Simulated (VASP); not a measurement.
# Be3H2 (Fmmm) in VASP: further runs

Runs on Be3H2. Level: PBE. Tasks: single point, relaxation of cell and atoms.

Program: VASP 6.6.1. These are calculated values, not measurements. Logs are shortened: lines on timing, memory, paths and dates and some standing lists are left out, and cuts for length are marked.

### Step 1. The cell of the first run

Symmetry: Fmmm, No. 69, orthorhombic system. Conventional cell: a = 3.694 Å, b = 6.420 Å, c = 8.276 Å, α = 90.00°, β = 90.00°, γ = 90.00°. Be (site symmetry m2m) has 2 H at 1.48 Å within 2.0 Å. Within 2.8 Å of Be (site symmetry mmm) lie 6 Be at 2.12 to 2.16 Å and 4 H at 2.13 Å. H (site symmetry mm2) has 2 Be at 1.48 Å within 2.0 Å.

The cell was generated, and may not be a known phase.

### Step 2. Single point, PBE

Input file INCAR:

```
PREC = Accurate
ENCUT = 520
EDIFF = 1E-6
ISMEAR = 0
SIGMA = 0.1
LREAL = F
LASPH = T
NELM = 80
ALGO = Normal
ISIF = 2
LWAVE = F
LCHARG = F
GGA = PE
NBANDS = 12
```

Input file KPOINTS:

```
Automatic mesh
0
Gamma
  6 6 6
```

Input file POSCAR:

```
Be3H2
1.0
    0.0000000000      3.2102321776      1.8468481771
    4.1380434153      0.0000000000      1.8468481771
    4.1380434153      3.2102321776      0.0000000000
Be H
3 2
Direct
    0.1628803140      0.8371196860      0.1628803140
    0.8371196860      0.1628803140      0.8371196860
    0.5000000000      0.5000000000      0.5000000000
    0.8729069037      0.1270930963      0.1270930963
    0.1270930963      0.8729069037      0.8729069037
```

Potentials or basis: VASP PAW PBE potentials, release 64 (Be, H).

Command:

```sh
cat potpaw_PBE.64/Be/POTCAR potpaw_PBE.64/H/POTCAR > POTCAR
mpirun -np 1 vasp_std > vasp.out
```

OUTCAR:

```text
PREC = Accurate
   ENCUT = 520
   EDIFF = 1E-6
   ISMEAR = 0
   LREAL = F
   LASPH = T
   NELM = 80
   ISIF = 2
   GGA = PE

 ion  position               nearest neighbor table
   1  0.163  0.837  0.163-   4 1.48   5 1.48   2 2.09   3 2.12   3 2.12   2 2.16   2 2.16   3 2.16

   2  0.837  0.163  0.837-   4 1.48   5 1.48   1 2.09   3 2.12   3 2.12   1 2.16   1 2.16   3 2.16

   3  0.500  0.500  0.500-   1 2.12   2 2.12   1 2.12   2 2.12   1 2.16   2 2.16
   4  0.873  0.127  0.127-   1 1.48   2 1.48
   5  0.127  0.873  0.873-   1 1.48   2 1.48

  LATTYP: Found a face centered orthorhombic cell.
 ALAT       =     3.6936963542
 B/A-ratio  =     1.7382220246
 C/A-ratio  =     2.2405975037

  Lattice vectors:

 A1 = (   4.1380434153,  -3.2102321776,   0.0000000000)
 A2 = (   4.1380434153,   0.0000000000,   1.8468481771)
 A3 = (   0.0000000000,  -3.2102321776,   1.8468481771)

Analysis of symmetry for initial positions (statically):
=====================================================================
 Subroutine PRICEL returns:
 Original cell was already a primitive cell.

 Routine SETGRP: Setting up the symmetry group for a
 face centered orthorhombic supercell.

 Subroutine GETGRP returns: Found  8 space group operations
 (whereof  8 operations were pure point group operations)
 out of a pool of  8 trial point group operations.

The static configuration has the point symmetry D_2h.

Analysis of symmetry for dynamics (positions and initial velocities):
=====================================================================
 Subroutine PRICEL returns:
 Original cell was already a primitive cell.

 Routine SETGRP: Setting up the symmetry group for a
 face centered orthorhombic supercell.

 Subroutine GETGRP returns: Found  8 space group operations
 (whereof  8 operations were pure point group operations)
 out of a pool of  8 trial point group operations.

The dynamic configuration has the point symmetry D_2h.

 Subroutine INISYM returns: Found  8 space group operations
 (whereof  8 operations are pure point group operations),
 and found     1 'primitive' translations

----------------------------------------------------------------------------------------

                                     Primitive cell

  volume of cell :      49.0674

  direct lattice vectors                    reciprocal lattice vectors
     0.000000000  3.210232178  1.846848177    -0.120830052  0.155751974  0.270731512
     4.138043415  0.000000000  1.846848177     0.120830052 -0.155751974  0.270731512
     4.138043415  3.210232178  0.000000000     0.120830052  0.155751974 -0.270731512

  length of vectors
     3.703571091  4.531473435  5.237269703     0.334894208  0.334894208  0.334894208

  position of ions in fractional coordinates (direct lattice)
     0.162880314  0.837119686  0.162880314
     0.837119686  0.162880314  0.837119686
     0.500000000  0.500000000  0.500000000
     0.872906904  0.127093096  0.127093096
     0.127093096  0.872906904  0.872906904

  ion indices of the primitive-cell ions
   primitive index   ion index
                 1           1
                 2           2
                 3           3
                 4           4
                 5           5

----------------------------------------------------------------------------------------

 KPOINTS: Automatic mesh

Automatic generation of k-mesh.
 Grid dimensions read from file:
 generate k-points for:    6    6    6

 Generating k-lattice:

  Cartesian coordinates                     Fractional coordinates (reciprocal lattice)
    -0.020138342  0.025958662  0.045121919     0.166666667  0.000000000  0.000000000
     0.020138342 -0.025958662  0.045121919     0.000000000  0.166666667  0.000000000
     0.020138342  0.025958662 -0.045121919     0.000000000  0.000000000  0.166666667

  Length of vectors
     0.055815701  0.055815701  0.055815701

  Shift w.r.t. Gamma in fractional coordinates (k-lattice)
     0.000000000  0.000000000  0.000000000

 Subroutine IBZKPT returns following result:
 ===========================================

 Found     46 irreducible k-points:

 Following reciprocal coordinates:
            Coordinates               Weight
  0.000000  0.000000  0.000000      1.000000
  0.166667  0.000000  0.000000      8.000000
  0.333333  0.000000  0.000000      8.000000
  0.500000  0.000000  0.000000      4.000000
  0.166667  0.166667  0.000000      2.000000
  0.333333  0.166667 -0.000000      8.000000
[... 16 lines left out ...]
 -0.166667  0.166667  0.166667      8.000000
  0.500000  0.333333  0.166667      4.000000
 [... further k-points ...]
   k-points           NKPTS =     46   k-points in BZ     NKDIM =     46   number of bands    NBANDS=     12
   number of dos      NEDOS =    301   number of ions     NIONS =      5
   total plane-waves  NPLWV =  40320
   dimension x,y,z NGX =    28 NGY =   36 NGZ =   40
   dimension x,y,z NGXF=    56 NGYF=   72 NGZF=   80
   ions per type =               3   2
   NGX,Y,Z   is equivalent  to a cutoff of  12.57, 13.21, 12.70 a.u.
   NGXF,Y,Z  is equivalent  to a cutoff of  25.14, 26.41, 25.39 a.u.
 SYSTEM =  unknown system
   PREC   = accura    normal or accurate (medium, high low for compatibility)
   ISTART =      0    job   : 0-new  1-cont  2-samecut
   ICHARG =      2    charge: 1-file 2-atom 10-const
   ISPIN  =      1    spin polarized calculation?
   LNONCOLLINEAR =      F non collinear calculations
   LSORBIT =      F    spin-orbit coupling
   LASPH  =      T    aspherical Exc in radial PAW
   ENCUT  =  520.0 eV  38.22 Ry    6.18 a.u.   6.89  8.43  9.74*2*pi/ulx,y,z
   NELM   =     80;   NELMIN=  2; NELMDL= -5     # of ELM steps
   EDIFF  = 0.1E-05   stopping-criterion for ELM
   LREAL  =      F    real-space projection
   EDIFFG = 0.1E-04   stopping-criterion for IOM
   NSW    =      0    number of steps for IOM
   IBRION =     -1    ionic relax: 0-MD 1-quasi-New 2-CG
   NFREE  =      0    steps in history (QN), initial steepest desc. (CG)
   ISIF   =      2    stress and relaxation
   ISYM   =      2    0-nonsym 1-usesym 2-fastsym
   POTIM  = 0.5000    time-step for ionic-motion
   TEBEG  =    0.0;   TEEND  =   0.0 temperature during run
   PSTRESS=    0.0 pullay stress
   NELECT =       8.0000    total number of electrons
   NUPDOWN=      -1.0000    fix difference up-down
   EMIN   =  10.00;   EMAX   =-10.00  energy-range for DOS
   EFERMI =   0.00;   METHOD = LEGACY
   ISMEAR =     0;   SIGMA  =   0.10  broadening in eV -4-tet -1-fermi 0-gaus
   EFERMI_NEDOS =   21; number of points for ismear=-14 and -15
   IALGO  =     38    algorithm
   IMIX   =      4    mixing-type and parameters
     AMIX     =   0.40;   BMIX     =  1.00
     AMIX_MAG =   1.60;   BMIX_MAG =  1.00
  volume/ion in A,a.u.               =       9.81        66.22
  Fermi-wavevector in a.u.,A,eV,Ry     =   0.894349  1.690075 10.882770  0.799861
  Thomas-Fermi vector in A             =   2.016543
   LORBIT       =      0    0 simple, 1 ext, 2 COOP (PROOUT), +10 PAW based schemes
   GGA     = PE    functional components
   LHFCALC =     F    Hartree Fock is set to
   AEXX    =    0.0000 exact exchange contribution
   IVDW    =     0    specifies the selected vdW correction
   LEPSILON=     F    determine dielectric tensor
   LRPA    =     F    only Hartree local field effects (RPA)
 non-spin polarized calculation
 Gauss-broadening in eV      SIGMA  =   0.10
  energy-cutoff  :      520.00
  volume of cell :       49.07
 maximum number of plane-waves:      1344
   NGX = 13   NGY = 17   NGZ = 19

 number of electron       8.0000000 magnetization

 Free energy of the ion-electron system (eV)
  ---------------------------------------------------
  ext. energy  EPLUGINS =         0.00000000
  ---------------------------------------------------
  free energy    TOTEN  =       -16.70363265 eV

  energy without entropy =      -16.70120911  energy(sigma->0) =      -16.70242088

 E-fermi :   2.8261     XC(G=0):  -8.2272

 val. band max:        2.6323698123   @ k =   0.5000  -0.3333   0.1667
 cond. band min:       2.8589881151   @ k =   0.5000   0.3333   0.0000
 fundamental gap:      0.2266183028
 Fermi energy:         2.8260705257

 k-point     1 :       0.0000    0.0000    0.0000
  band No.  band energies     occupation
      1      -7.8205      2.00000
      2      -2.6392      2.00000
      3       0.6959      2.00000
      4       3.0839      0.00027
      5       3.8597      0.00000
      6       4.2937      0.00000
      7       5.0618      0.00000
      8       7.2289      0.00000
      9      10.1799      0.00000
     10      10.7877      0.00000
     11      10.8858      0.00000
     12      12.9603      0.00000

 k-point     2 :       0.1667    0.0000    0.0000
  band No.  band energies     occupation
      1      -7.5503      2.00000
      2      -2.5602      2.00000
      3      -0.4913      2.00000
      4       1.7598      2.00000
      5       4.6500      0.00000
      6       5.3735      0.00000
      7       5.9991      0.00000
      8       6.2502      0.00000
      9       9.2951      0.00000
     10      11.2977      0.00000
     11      11.3797      0.00000
     12      11.9732      0.00000

 k-point     3 :       0.3333    0.0000    0.0000
  band No.  band energies     occupation
      1      -6.8503      2.00000
      2      -2.5135      2.00000
      3      -1.8979      2.00000
      4       0.2199      2.00000
      5       3.7609      0.00000
      6       5.8358      0.00000
      7       6.9203      0.00000
      8       8.5001      0.00000
      9       8.9123      0.00000
     10      10.1860      0.00000
     11      11.7617      0.00000
     12      14.3788      0.00000
[... 286 lines left out ...]
 k-point    23 :      -0.1667    0.1667    0.1667
  band No.  band energies     occupation
      1      -7.3130      2.00000
      2      -3.3054      2.00000
      3      -0.5559      2.00000
      4       1.7173      2.00000
      5       4.7199      0.00000
      6       5.5773      0.00000
      7       6.1302      0.00000
      8       7.9514      0.00000
      9       9.5212      0.00000
     10      10.6836      0.00000
     11      10.9987      0.00000
     12      11.9439      0.00000

 k-point    24 :       0.5000    0.3333    0.1667
  band No.  band energies     occupation
      1      -6.2157      2.00000
      2      -2.7084      2.00000
      3      -2.5013      2.00000
      4      -0.8004      2.00000
      5       3.7005      0.00000
      6       5.8674      0.00000
      7       6.8566      0.00000
      8       7.3323      0.00000
      9      11.3019      0.00000
     10      13.1850      0.00000
     11      13.4020      0.00000
     12      13.9951      0.00000

 [... further k-points ...]

------------------------ aborting loop because EDIFF is reached ----------------------------------------

  FORCE on cell =-STRESS in cart. coord.  units (eV):
  Direction    XX          YY          ZZ          XY          YZ          ZX
  --------------------------------------------------------------------------------------
  -------------------------------------------------------------------------------------
  Total        0.0845875      0.0120304     -0.0157005      0.0000000      0.0000000      0.0000000
  in kB        2.7620012      0.3928250     -0.5126608      0.0000000      0.0000000      0.0000000
  external PRESSURE =       0.8807218 kB  Pullay stress =       0.0000000 kB

 VOLUME and BASIS-vectors are now :
 -----------------------------------------------------------------------------
  energy-cutoff  :      520.00
  volume of cell :       49.07
      direct lattice vectors                 reciprocal lattice vectors
     0.000000000  3.210232178  1.846848177    -0.120830052  0.155751974  0.270731512
     4.138043415  0.000000000  1.846848177     0.120830052 -0.155751974  0.270731512
     4.138043415  3.210232178  0.000000000     0.120830052  0.155751974 -0.270731512

 POSITION                                       TOTAL-FORCE (eV/Angst)
 -----------------------------------------------------------------------------------
      4.13804      1.04577      1.84685         0.000000      0.018016      0.000000
      4.13804      5.37470      1.84685         0.000000     -0.018016      0.000000
      4.13804      3.21023      1.84685        -0.000000     -0.000000      0.000000
      1.05183      3.21023      1.84685         0.013718     -0.000000      0.000000
      7.22425      3.21023      1.84685        -0.013718     -0.000000      0.000000
 -----------------------------------------------------------------------------------
    total drift:                                0.000000      0.000000      0.000000

  FREE ENERGIE OF THE ION-ELECTRON SYSTEM (eV)
  ---------------------------------------------------
  free  energy   TOTEN  =       -16.7036326482 eV

  energy  without entropy=      -16.7012091119  energy(sigma->0) =      -16.70242088
```

Run time: 58 s. Hardware: 1 thread of Intel Xeon 8259CL, shared host; peak memory 0.19 GiB.

Results:

```
Free energy            : -16.7036 eV
Pressure               : 0.1 GPa
Largest force          : 0.018 eV/Å
Band gap on the k mesh : zero (bands 4 and 5 overlap by 0.92 eV)
```

Forces in eV/Å, atoms in the order of the input:
```
Be   0.000  0.018  0.000
Be   0.000 -0.018  0.000
Be   0.000  0.000  0.000
H    0.014  0.000  0.000
H   -0.014  0.000  0.000
```

Levels at points of the mesh, in eV from the Fermi level:
| k point | band 2 | band 3 | band 4 | band 5 | band 6 | band 7 |
| --- | --- | --- | --- | --- | --- | --- |
| (0.00, 0.00, 0.00) | -5.47 | -2.13 | 0.26 | 1.03 | 1.47 | 2.24 |
| (0.50, 0.00, 0.00) | -5.91 | -4.83 | -3.14 | 0.13 | 3.09 | 5.08 |
| (0.50, 0.50, 0.00) | -5.73 | -5.25 | -2.90 | -0.66 | 0.83 | 4.95 |
| (0.50, 0.00, 0.50) | -5.72 | -4.34 | -2.71 | 1.62 | 1.70 | 4.09 |
| (0.00, 0.50, 0.50) | -7.28 | -2.20 | 0.07 | 1.13 | 1.30 | 4.91 |

[end of part 1 of 3]

The gap in the log of VASP goes by the Fermi energy; the results here count the filled bands.